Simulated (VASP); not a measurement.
# GaSb (CsCl type) (Pm-3m) in VASP: notebook

The runs below take GaSb (CsCl type) through single point, with PBE.

Program: VASP 6.6.1. These are calculated values, not measurements. Logs are shortened: lines on timing, memory, paths and dates and some standing lists are left out, and cuts for length are marked.

**1. The cell of the first run**

The structure is cubic, space group Pm-3m (No. 221). Conventional cell: a = 3.113 Å, b = 3.113 Å, c = 3.113 Å, α = 90.00°, β = 90.00°, γ = 90.00°. Within 3.6 Å of Ga (site symmetry m-3m) lie 8 Sb at 2.70 Å and 6 Ga at 3.11 Å. Sb (site symmetry m-3m) has 8 Ga at 2.70 Å and 6 Sb at 3.11 Å within 3.6 Å.

**2. Single point, PBE (volume scaled by 0.64)**

Contents of INCAR:

```
  PREC = Accurate
  ENCUT = 520
  EDIFF = 1E-7
  ISMEAR = -1
  SIGMA = 0.1
  LREAL = F
  LASPH = T
  NELM = 80
  ALGO = Normal
  ISIF = 2
  LWAVE = F
  LCHARG = T
  GGA = PE
  LELF = T
  LVHAR = T
  NBANDS = 16
```

Contents of KPOINTS:

```
regular mesh
0
Gamma
  13 13 13
```

Contents of POSCAR:

```
GaSb
1.0
    3.1128999074      0.0000000000      0.0000000000
    0.0000000000      3.1128999074      0.0000000000
    0.0000000000      0.0000000000      3.1128999074
Ga Sb
1 1
Direct
    0.0000000000      0.0000000000      0.0000000000
    0.5000000000      0.5000000000      0.5000000000
```

Potentials or basis: VASP PAW PBE potentials, release 64 (Ga_d, Sb).

Launch:

```bash
$ cat potpaw_PBE.64/Ga_d/POTCAR potpaw_PBE.64/Sb/POTCAR > POTCAR
$ mpirun -np 1 vasp_std > vasp.out
```

OUTCAR:

```text
PREC = Accurate
   ENCUT = 520
   EDIFF = 1E-7
   ISMEAR = -1
   LREAL = F
   LASPH = T
   NELM = 80
   ISIF = 2
   GGA = PE

 ion  position               nearest neighbor table
   1  0.000  0.000  0.000-   2 2.70   2 2.70   2 2.70   2 2.70   2 2.70   2 2.70   2 2.70   2 2.70

   2  0.500  0.500  0.500-   1 2.70   1 2.70   1 2.70   1 2.70   1 2.70   1 2.70   1 2.70   1 2.70

  LATTYP: Found a simple cubic cell.
 ALAT       =     3.1128999074

  Lattice vectors:

 A1 = (   3.1128999074,   0.0000000000,   0.0000000000)
 A2 = (   0.0000000000,   3.1128999074,   0.0000000000)
 A3 = (   0.0000000000,   0.0000000000,   3.1128999074)

Analysis of symmetry for initial positions (statically):
=====================================================================
 Subroutine PRICEL returns:
 Original cell was already a primitive cell.

 Routine SETGRP: Setting up the symmetry group for a
 simple cubic supercell.

 Subroutine GETGRP returns: Found 48 space group operations
[... 9 lines left out ...]

 Routine SETGRP: Setting up the symmetry group for a
 simple cubic supercell.

 Subroutine GETGRP returns: Found 48 space group operations
[... 11 lines left out ...]
                                     Primitive cell

  volume of cell :      30.1645

  direct lattice vectors                    reciprocal lattice vectors
     3.112899907  0.000000000  0.000000000     0.321243866  0.000000000  0.000000000
     0.000000000  3.112899907  0.000000000     0.000000000  0.321243866  0.000000000
     0.000000000  0.000000000  3.112899907     0.000000000  0.000000000  0.321243866

  length of vectors
     3.112899907  3.112899907  3.112899907     0.321243866  0.321243866  0.321243866

  position of ions in fractional coordinates (direct lattice)
     0.000000000  0.000000000  0.000000000
     0.500000000  0.500000000  0.500000000

  ion indices of the primitive-cell ions
   primitive index   ion index
                 1           1
                 2           2

----------------------------------------------------------------------------------------

 KPOINTS: regular mesh

Automatic generation of k-mesh.
 Grid dimensions read from file:
 generate k-points for:   13   13   13

 Generating k-lattice:

  Cartesian coordinates                     Fractional coordinates (reciprocal lattice)
     0.024711067  0.000000000  0.000000000     0.076923077  0.000000000  0.000000000
     0.000000000  0.024711067  0.000000000     0.000000000  0.076923077  0.000000000
     0.000000000  0.000000000  0.024711067     0.000000000  0.000000000  0.076923077

  Length of vectors
     0.024711067  0.024711067  0.024711067

  Shift w.r.t. Gamma in fractional coordinates (k-lattice)
     0.000000000  0.000000000  0.000000000

 Subroutine IBZKPT returns following result:
 ===========================================

 Found     84 irreducible k-points:

 Following reciprocal coordinates:
            Coordinates               Weight
  0.000000  0.000000  0.000000      1.000000
  0.076923  0.000000  0.000000      6.000000
  0.153846  0.000000  0.000000      6.000000
  0.230769  0.000000  0.000000      6.000000
  0.307692  0.000000  0.000000      6.000000
  0.384615  0.000000  0.000000      6.000000
[... 16 lines left out ...]
  0.307692  0.307692  0.000000     12.000000
  0.384615  0.307692  0.000000     24.000000
 [... further k-points ...]
   k-points           NKPTS =     84   k-points in BZ     NKDIM =     84   number of bands    NBANDS=     16
   number of dos      NEDOS =    301   number of ions     NIONS =      2
   total plane-waves  NPLWV =  13824
   dimension x,y,z NGX =    24 NGY =   24 NGZ =   24
   dimension x,y,z NGXF=    48 NGYF=   48 NGZF=   48
   ions per type =               1   1
   NGX,Y,Z   is equivalent  to a cutoff of  12.82, 12.82, 12.82 a.u.
   NGXF,Y,Z  is equivalent  to a cutoff of  25.63, 25.63, 25.63 a.u.
 SYSTEM =  unknown system
   PREC   = accura    normal or accurate (medium, high low for compatibility)
   ISTART =      0    job   : 0-new  1-cont  2-samecut
   ICHARG =      2    charge: 1-file 2-atom 10-const
   ISPIN  =      1    spin polarized calculation?
   LNONCOLLINEAR =      F non collinear calculations
   LSORBIT =      F    spin-orbit coupling
   LASPH  =      T    aspherical Exc in radial PAW
   ENCUT  =  520.0 eV  38.22 Ry    6.18 a.u.   5.79  5.79  5.79*2*pi/ulx,y,z
   NELM   =     80;   NELMIN=  2; NELMDL= -5     # of ELM steps
   EDIFF  = 0.1E-06   stopping-criterion for ELM
   LREAL  =      F    real-space projection
   EDIFFG = 0.1E-05   stopping-criterion for IOM
   NSW    =      0    number of steps for IOM
   IBRION =     -1    ionic relax: 0-MD 1-quasi-New 2-CG
   NFREE  =      0    steps in history (QN), initial steepest desc. (CG)
   ISIF   =      2    stress and relaxation
   ISYM   =      2    0-nonsym 1-usesym 2-fastsym
   POTIM  = 0.5000    time-step for ionic-motion
   TEBEG  =    0.0;   TEEND  =   0.0 temperature during run
   PSTRESS=    0.0 pullay stress
   NELECT =      18.0000    total number of electrons
   NUPDOWN=      -1.0000    fix difference up-down
   EMIN   =  10.00;   EMAX   =-10.00  energy-range for DOS
   EFERMI =   0.00;   METHOD = LEGACY
   ISMEAR =    -1;   SIGMA  =   0.10  broadening in eV -4-tet -1-fermi 0-gaus
   EFERMI_NEDOS =   21; number of points for ismear=-14 and -15
   IALGO  =     38    algorithm
   IMIX   =      4    mixing-type and parameters
     AMIX     =   0.40;   BMIX     =  1.00
     AMIX_MAG =   1.60;   BMIX_MAG =  1.00
  volume/ion in A,a.u.               =      15.08       101.78
  Fermi-wavevector in a.u.,A,eV,Ry     =   1.378269  2.604550 25.845956  1.899624
  Thomas-Fermi vector in A             =   2.503346
   LORBIT       =      0    0 simple, 1 ext, 2 COOP (PROOUT), +10 PAW based schemes
   GGA     = PE    functional components
   LHFCALC =     F    Hartree Fock is set to
   AEXX    =    0.0000 exact exchange contribution
   IVDW    =     0    specifies the selected vdW correction
   LEPSILON=     F    determine dielectric tensor
   LRPA    =     F    only Hartree local field effects (RPA)
 non-spin polarized calculation
  energy-cutoff  :      520.00
  volume of cell :       30.16
 maximum number of plane-waves:       840
 NGX is ok and might be reduce to    24
   NGX = 11   NGY = 11   NGZ = 11

 number of electron      17.9999987 magnetization

 Free energy of the ion-electron system (eV)
  ---------------------------------------------------
  ext. energy  EPLUGINS =         0.00000000
  ---------------------------------------------------
  free energy    TOTEN  =        -4.54218589 eV

  energy without entropy =       -4.52280854  energy(sigma->0) =       -4.53249722

 E-fermi :  13.1969     XC(G=0): -12.6211

 val. band max:       13.1560096250   @ k =   0.2308   0.0769   0.0000
 cond. band min:      13.2748510249   @ k =   0.3077   0.3077   0.0000
 fundamental gap:      0.1188413999
 Fermi energy:        13.1968811920

 k-point     1 :       0.0000    0.0000    0.0000
  band No.  band energies     occupation
      1      -3.0988      2.00000
      2      -2.4513      2.00000
      3      -2.4513      2.00000
      4      -2.2569      2.00000
      5      -2.2569      2.00000
      6      -2.2569      2.00000
[... 8 lines left out ...]
     15      26.8525      0.00000
     16      28.1955      0.00000

 k-point     2 :       0.0769    0.0000    0.0000
  band No.  band energies     occupation
      1      -3.0026      2.00000
      2      -2.4505      2.00000
      3      -2.4425      2.00000
      4      -2.2630      2.00000
      5      -2.2630      2.00000
      6      -2.2570      2.00000
[... 8 lines left out ...]
     15      26.1484      0.00000
     16      27.1186      0.00000

 k-point     3 :       0.1538    0.0000    0.0000
  band No.  band energies     occupation
      1      -2.7212      2.00000
      2      -2.4482      2.00000
      3      -2.4109      2.00000
      4      -2.2800      2.00000
      5      -2.2800      2.00000
      6      -2.2573      2.00000
[... 8 lines left out ...]
     15      24.6894      0.00000
     16      25.5139      0.00000

 k-point     4 :       0.2308    0.0000    0.0000
  band No.  band energies     occupation
      1      -2.4450      2.00000
      2      -2.4405      2.00000
      3      -2.3036      2.00000
      4      -2.3036      2.00000
      5      -2.2578      2.00000
      6      -2.1774      2.00000
[... 8 lines left out ...]
     15      23.0799      0.00000
     16      23.9861      0.00000

 k-point     5 :       0.3077    0.0000    0.0000
  band No.  band energies     occupation
      1      -2.4415      2.00000
      2      -2.3884      2.00000
      3      -2.3284      2.00000
      4      -2.3284      2.00000
      5      -2.2583      2.00000
      6      -1.5274      2.00000
[... 8 lines left out ...]
     15      22.6014      0.00000
     16      25.0186      0.00000

 k-point     6 :       0.3846    0.0000    0.0000
  band No.  band energies     occupation
      1      -2.4387      2.00000
      2      -2.3601      2.00000
      3      -2.3487      2.00000
      4      -2.3487      2.00000
      5      -2.2587      2.00000
      6      -0.6977      2.00000
[... 8 lines left out ...]
     15      21.3752      0.00000
     16      27.6841      0.00000
[... 267 lines left out ...]
 k-point    21 :       0.3846    0.2308    0.0000
  band No.  band energies     occupation
      1      -2.5083      2.00000
      2      -2.3979      2.00000
      3      -2.3332      2.00000
      4      -2.2863      2.00000
      5      -2.2770      2.00000
      6       0.2704      2.00000
[... 8 lines left out ...]
     15      25.1476      0.00000
     16      25.7571      0.00000

 k-point    22 :       0.4615    0.2308    0.0000
  band No.  band energies     occupation
      1      -2.5211      2.00000
      2      -2.3939      2.00000
      3      -2.3414      2.00000
      4      -2.2854      2.00000
      5      -2.2622      2.00000
      6       1.1625      2.00000
[... 8 lines left out ...]
     15      25.6978      0.00000
     16      25.8861      0.00000

 k-point    23 :       0.3077    0.3077    0.0000
  band No.  band energies     occupation
      1      -2.5342      2.00000
      2      -2.3925      2.00000
      3      -2.3184      2.00000
      4      -2.2989      2.00000
      5      -2.2636      2.00000
      6       0.1177      2.00000
[... 8 lines left out ...]
     15      24.8418      0.00000
     16      26.2326      0.00000

 k-point    24 :       0.3846    0.3077    0.0000
  band No.  band energies     occupation
      1      -2.5693      2.00000
      2      -2.3830      2.00000
      3      -2.3252      2.00000
      4      -2.3008      2.00000
      5      -2.2314      2.00000
      6       0.9800      2.00000
[... 8 lines left out ...]
     15      24.9828      0.00000
     16      26.5477      0.00000

 [... further k-points ...]

------------------------ aborting loop because EDIFF is reached ----------------------------------------

  FORCE on cell =-STRESS in cart. coord.  units (eV):
  Direction    XX          YY          ZZ          XY          YZ          ZX
  --------------------------------------------------------------------------------------
  -------------------------------------------------------------------------------------
  Total       12.4829009     12.4829009     12.4829009     -0.0000000      0.0000000      0.0000000
  in kB      663.0261180    663.0261180    663.0261180     -0.0000000      0.0000000      0.0000000
  external PRESSURE =     663.0261180 kB  Pullay stress =       0.0000000 kB

 VOLUME and BASIS-vectors are now :
 -----------------------------------------------------------------------------
  energy-cutoff  :      520.00
  volume of cell :       30.16
      direct lattice vectors                 reciprocal lattice vectors
     3.112899907  0.000000000  0.000000000     0.321243866  0.000000000  0.000000000
     0.000000000  3.112899907  0.000000000     0.000000000  0.321243866  0.000000000
     0.000000000  0.000000000  3.112899907     0.000000000  0.000000000  0.321243866

 POSITION                                       TOTAL-FORCE (eV/Angst)
 -----------------------------------------------------------------------------------
      0.00000      0.00000      0.00000         0.000000      0.000000      0.000000
      1.55645      1.55645      1.55645         0.000000      0.000000      0.000000
 -----------------------------------------------------------------------------------
    total drift:                               -0.000000      0.000000      0.000000

  FREE ENERGIE OF THE ION-ELECTRON SYSTEM (eV)
  ---------------------------------------------------
  free  energy   TOTEN  =        -4.5421858947 eV

  energy  without entropy=       -4.5228085381  energy(sigma->0) =       -4.53249722
```

Wall time 16 s (1 thread of Intel Xeon Platinum 8375C at 2.90GHz (Ice Lake), shared host); peak memory 0.17 GiB.

What came out:

```yaml
Free_energy: -4.5422 eV
Pressure: 66.3 GPa
Band_gap_on_the_k_mesh: zero (band 9 reaches 15.85 eV, above the bottom of band 10 at 10.13 eV)
```

Caveat: spin-orbit coupling is left out, which moves the levels of the heavy elements.

**3. Single point, PBE (volume scaled by 0.72)**

Contents of INCAR:

```
SYSTEM = GaSb
PREC = Accurate
ENCUT = 520
EDIFF = 1E-6
ISMEAR = -1
SIGMA = 0.1
LREAL = .False.
LASPH = .True.
NELM = 100
ALGO = Normal
ISIF = 2
LWAVE = .False.
LCHARG = .True.
GGA = PE
LELF = .True.
LVHAR = .True.
NBANDS = 16
```

Contents of KPOINTS:

```
Automatic mesh
0
Gamma
  13 13 13
  0 0 0
```

Contents of POSCAR:

```
GaSb
1.0
    3.2375463701      0.0000000000      0.0000000000
    0.0000000000      3.2375463701      0.0000000000
    0.0000000000      0.0000000000      3.2375463701
Ga Sb
1 1
Direct
    0.0000000000      0.0000000000      0.0000000000
    0.5000000000      0.5000000000      0.5000000000
```

Potentials or basis: VASP PAW PBE potentials, release 64 (Ga_d, Sb).

Launch:

```bash
$ cat potpaw_PBE.64/Ga_d/POTCAR potpaw_PBE.64/Sb/POTCAR > POTCAR
$ mpirun -np 1 vasp_std > vasp.out
```

Run time: 14 s. Hardware: 1 thread of Intel Xeon Platinum 8375C at 2.90GHz (Ice Lake), shared host; peak memory 0.17 GiB.

The run converged. Its results:

* Free energy: -5.7178 eV
* Pressure: 36.4 GPa
* Band gap on the k mesh: zero (band 9 reaches 13.63 eV, above the bottom of band 10 at 8.26 eV)

Levels at points of the mesh, in eV from the Fermi level:
```
           k point  band 5  band 6  band 7  band 8  band 9  band 10  band 11  band 12  band 13  band 14
(0.00, 0.00, 0.00)  -15.20  -14.99   -0.99   -0.99   -0.99     0.04     3.78     3.78    12.07    12.07
```

Caveat: spin-orbit coupling is left out, which moves the levels of the heavy elements.

(Continued in part 2 of 2.)
